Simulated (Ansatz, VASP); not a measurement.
## Fe in VASP and in Ansatz

```xyz
2
Lattice="1.4156 -1.4156 1.4156 -1.4156 1.4156 1.4156 -2.8312 -2.8312 0.0000" Properties=species:S:1:pos:R:3 pbc="T T T"
Fe    0.0000    0.0000    0.0000
Fe   -1.4156   -1.4156    1.4156
```

Alike in both runs: task single point; functional PBE; k mesh 14 × 14 × 10; occupations gaussian, width 0.05 eV; collinear spin.

|  | VASP | Ansatz |
| --- | --- | --- |
| version | VASP 6.6.1 | Ansatz 0.2.0 |
| potentials or method | VASP PAW PBE potentials, release 64 (Fe), cutoff 520 eV | scalar-relativistic, plane waves, PAW |
| valence electrons in the cell | 16 | 32 |

Ansatz gave:

| Quantity | Value |
| --- | --- |
| gap on the k mesh at the Fermi level (eV) | none |
| pressure (GPa) | -0.1 |
| traceless stress, the component that is largest in VASP (GPa) | -0.22 |
| net moment per atom (μB) | 2.16 |
| size of the moment on the site where the two differ most (μB) | 2.21 |

What did VASP give for the same quantities?

gap on the k mesh at the Fermi level (eV): none; pressure (GPa): -0.3; traceless stress, the component that is largest in VASP (GPa): -0.27; net moment per atom (μB): 2.18; size of the moment on the site where the two differ most (μB): 2.18.

Site moments also hang on the region over which each program counts them. A gap of «none» marks a metal or a gap that the smearing closes. The functional is the same, so the differences come from potentials, cutoffs and numerics. VASP's potentials hold 16 valence electrons a cell and Ansatz's 32, so a difference there can come from the potentials and not from the codes.
